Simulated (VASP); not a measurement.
Write the native input for VASP 6.6.1 that does the following.

- Task: single point
- Functional: PBE
- Potentials or basis: VASP PAW PBE potentials, release 64 (Hg, Te)
- Cutoff: 520 eV
- k mesh: 12 × 12 × 12
- Occupations: fermi-dirac, width 0.08 eV
- Spin: no spin polarisation
- Dipole correction: no
- Further INCAR settings: ALGO = Normal; EDIFF = 1e-07; NBANDS = 16

The structure of HgTe lies in POSCAR:

```
HgTe
1.0
    0.0000000000      2.9408482460      2.9408482460
    2.9408482460      0.0000000000      2.9408482460
    2.9408482460      2.9408482460      0.0000000000
Hg Te
1 1
Direct
    0.0000000000      0.0000000000      0.0000000000
    0.5000000000      0.5000000000      0.5000000000
```

This cell differs from its parent crystal: volume scaled by 1.02.

One way to write it, as run:

INCAR

```
SYSTEM = HgTe
PREC = Accurate ; ENCUT = 520
EDIFF = 1E-7 ; ISMEAR = -1
SIGMA = 0.08 ; LREAL = .FALSE.
LASPH = .TRUE. ; NELM = 60
ALGO = Normal ; ISIF = 2
LWAVE = .FALSE. ; LCHARG = .FALSE.
GGA = PE ; NBANDS = 16
```

KPOINTS

```
Automatic mesh
0
G
  12 12 12
  0 0 0
```

Potentials or basis: VASP PAW PBE potentials, release 64 (Hg, Te).

The run is started by

```console
$ cat potpaw_PBE.64/Hg/POTCAR potpaw_PBE.64/Te/POTCAR > POTCAR
$ mpirun -np 1 vasp_std > vasp.out
```

It gave:

```json
{"Pressure": "8.8 GPa", "Band gap on the k mesh": "zero (band 9 reaches 6.09 eV, above the bottom of band 10 at 2.97 eV)"}
```

Caveat: spin-orbit coupling is left out, which moves the levels of the heavy elements.

Wall time 27 s on 1 thread of AMD EPYC 9R45 96-Core Processor (Zen 5) (shared host), peak memory 0.19 GiB.
